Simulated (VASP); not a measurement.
## CuH6Os: relaxation of cell and atoms with PBE

CuH6Os:

```
Cu H Os
1.0
     0.00000    3.34461    3.34461
     3.34461    0.00000    3.34461
     3.34461    3.34461    0.00000
Cu H Os
1 6 1
Direct
  0.00000 0.00000 0.00000
  0.75700 0.24300 0.24300
  0.24300 0.75700 0.75700
  0.24300 0.75700 0.24300
  0.75700 0.24300 0.75700
  0.24300 0.24300 0.75700
  0.75700 0.75700 0.24300
  0.50000 0.50000 0.50000
```

```yaml
Program: VASP 6.6.1
Task: relaxation of cell and atoms
Functional: PBE
Potentials_or_basis: VASP PAW PBE potentials, release 64 (Cu, H, Os)
Cutoff: 600 eV
k_mesh: 10 × 10 × 10
Occupations: gaussian, width 0.1 eV
Spin: collinear spin
Starting_moments: "[0.18, 0.0, 0.0, 0.0, 0.0, 0.0, 0.0, 0.84] μB"
Dipole_correction: no
Further_INCAR_settings: ALGO = Normal; EDIFF = 1e-07; IBRION = 2; EDIFFG = -0.01; NSW = 100; ISIF = 3
```

| Item | Value |
| --- | --- |
| Relaxed volume | 9.58 Å³/atom |
| Relaxed cell | a = 4.768 Å, b = 4.768 Å, c = 4.768 Å, α = 60.00°, β = 60.00°, γ = 60.00° |
| Space group after relaxing (to 0.1 Å) | Fm-3m (No. 225) |
| Energy gained by relaxing | 1.1 meV/atom |
| Ionic steps | 7 |
| Pressure after relaxing | -0.1 GPa |
| Net moment | 1.69 μB per cell |
| Site moments | Cu +0.00; H -0.00; Os +1.58 μB |
| Valence electrons inside the program's atomic spheres | Cu 10.02; H 0.57; Os 7.17 |

Forces in eV/Å, atoms in the order of the input:
```
Cu   0.000  0.000  0.000
H    0.002  0.000  0.000
H   -0.002  0.000  0.000
H    0.000  0.002  0.000
H    0.000 -0.002  0.000
H    0.000  0.000  0.002
H    0.000  0.000 -0.002
Os   0.000  0.000  0.000
```

The path:
| step | energy change (eV) | largest force (eV/Å) | pressure (GPa) | volume (Å³) |
| --- | --- | --- | --- | --- |
| 1 | 0.0000 | 0.0110 | 1.76 | 74.83 |
| 2 | -0.0074 | 0.0472 | 0.48 | 75.95 |
| 3 | -0.0079 | 0.0798 | -0.17 | 76.60 |
| 4 | -0.0080 | 0.0693 | 0.09 | 76.40 |
| 5 | -0.0080 | 0.0720 | -0.03 | 76.44 |
| 6 | -0.0090 | 0.0170 | -0.04 | 76.62 |
| 7 | -0.0090 | 0.0022 | -0.08 | 76.66 |

Final structure:
```cif
data_structure
_symmetry_space_group_name_H-M 'P 1'
_symmetry_Int_Tables_number 1
_cell_length_a 4.7684
_cell_length_b 4.7684
_cell_length_c 4.7684
_cell_angle_alpha 60.000
_cell_angle_beta 60.000
_cell_angle_gamma 60.000
_cell_volume 76.66
loop_
_atom_site_label
_atom_site_type_symbol
_atom_site_fract_x
_atom_site_fract_y
_atom_site_fract_z
_atom_site_occupancy
Cu1 Cu 0.00000 0.00000 0.00000 1
H1 H 0.75641 0.24359 0.24359 1
H2 H 0.24359 0.75641 0.75641 1
H3 H 0.24359 0.75641 0.24359 1
H4 H 0.75641 0.24359 0.75641 1
H5 H 0.24359 0.24359 0.75641 1
H6 H 0.75641 0.75641 0.24359 1
Os1 Os 0.50000 0.50000 0.50000 1
```

Levels at points of the mesh, in eV from the Fermi level:
Spin up:
```csv
k point,band 11,band 12,band 13,band 14,band 15,band 16,band 17,band 18
"(0.00, 0.00, 0.00)",-2.04,-1.27,-1.27,-1.27,3.55,8.20,8.20,8.37
"(0.50, 0.00, 0.00)",-1.20,-1.20,1.14,1.14,3.99,4.00,5.64,6.76
"(0.50, 0.50, 0.00)",-1.97,-1.40,-1.03,-1.03,1.14,7.73,8.38,8.49
```
Spin down:
```tsv
k point	band 8	band 9	band 10	band 11	band 12	band 13	band 14	band 15	band 16	band 17
(0.00, 0.00, 0.00)	-2.00	-2.00	-1.90	-1.90	-0.12	-0.12	-0.12	3.95	8.47	8.47
(0.50, 0.00, 0.00)	-2.92	-2.92	-0.11	0.03	0.03	1.26	1.26	4.31	4.31	5.86
(0.50, 0.50, 0.00)	-2.67	-2.67	-1.88	-1.75	-0.33	0.24	0.24	1.56	8.04	8.48
```

It took 30 min on 1 thread of Intel Xeon 8259CL, with other jobs on the host, peak memory 0.39 GiB.

Caveat: spin-orbit coupling is left out, which moves the levels of the heavy elements.
